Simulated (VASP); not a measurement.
Input of a VASP 6.6.1 run:

INCAR

```
ALGO = Normal
EDIFF = 1E-6
ENCUT = 520
GGA = PE
ISIF = 2
ISMEAR = -1
LASPH = T
LCHARG = F
LREAL = F
LWAVE = F
NBANDS = 57
NELM = 100
PREC = Accurate
SIGMA = 0.05
```

The input KPOINTS:

```
k-points
0
Gamma
  3 3 3
```

Contents of POSCAR:

```
Tl2HO3
1.0
   -0.0033170000      5.1972500000      0.0014090000
    6.0605640000     -2.6024950000     -0.0051690000
   -2.2020450000      2.5983650000     -6.1542920000
Tl O H
4 6 2
Direct
    0.0641421322      0.8209255339      0.6913350898
    0.9383573958      0.1764353478      0.3111045351
    0.3624759118      0.4749761235      0.7385375242
    0.6408946790      0.5368933927      0.2570891694
    0.3520495603      0.1957789942      0.9901693089
    0.1615899708      0.8207424410     -0.0039172235
    0.6452097164      0.7860520666     -0.0052516199
    0.8627914773      0.1993349089      0.9786208245
    0.6268532971      0.9837896230      0.6679843965
    0.3573516375      1.0034465305      0.3490240134
    0.6726460389      0.1862362746      1.0035719954
    0.2870081535      0.9684932319      0.2390705954
```

Potentials or basis: VASP PAW PBE potentials, release 64 (Tl_d, O, H).

Command:

```sh
$ cat potpaw_PBE.64/Tl_d/POTCAR potpaw_PBE.64/O/POTCAR potpaw_PBE.64/H/POTCAR > POTCAR
$ mpirun -np 1 vasp_std > vasp.out
```

(1) Estimate the band gap on the k mesh.

(2) Predict the largest force.

(3) What does it give for the pressure?

## Answers

(1) zero (band 45 reaches 2.57 eV, above the bottom of band 46 at 2.47 eV).

(2) 8.280 eV/Å.

(3) -0.6 GPa.

Caveat: the k points lie up to 0.45 Å⁻¹ apart; spin-orbit coupling is left out, which moves the levels of the heavy elements; forces of over 1 eV/Å act on the atoms, so gaps and moduli don't describe the material at rest.
